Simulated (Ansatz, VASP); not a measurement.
Ta: VASP beside Ansatz

```xyz
1
Lattice="-1.6837 1.6837 1.6837 1.6837 -1.6837 1.6837 1.6837 1.6837 -1.6837" Properties=species:S:1:pos:R:3 pbc="T T T"
Ta    0.0000    0.0000    0.0000
```

Alike in both runs: task single point; functional PBE0; k mesh 6 × 6 × 6; occupations fermi-dirac, width 0.05 eV; no spin polarisation.

|  | VASP | Ansatz |
| --- | --- | --- |
| version | VASP 6.6.1 | Ansatz 0.2.0 |
| potentials or method | VASP PAW PBE potentials, release 64 (Ta_pv) | Ansatz PAW |
| plane-wave cutoff (eV) | 520 | 420 |
| valence electrons in the cell | 11 | 13 |

```csv
,VASP,Ansatz,Ansatz less VASP
gap on the k mesh at the Fermi level (eV),none,none,-
pressure (GPa),-9.0,-7.8,+1.23
```

A gap of «none» marks a metal or a gap that the smearing closes. VASP's potentials hold 11 valence electrons a cell and Ansatz's 13, so a difference there can come from the potentials and not from the codes.

The k mesh is coarse, so the values compare programs but aren't converged. Spin-orbit coupling is off throughout.
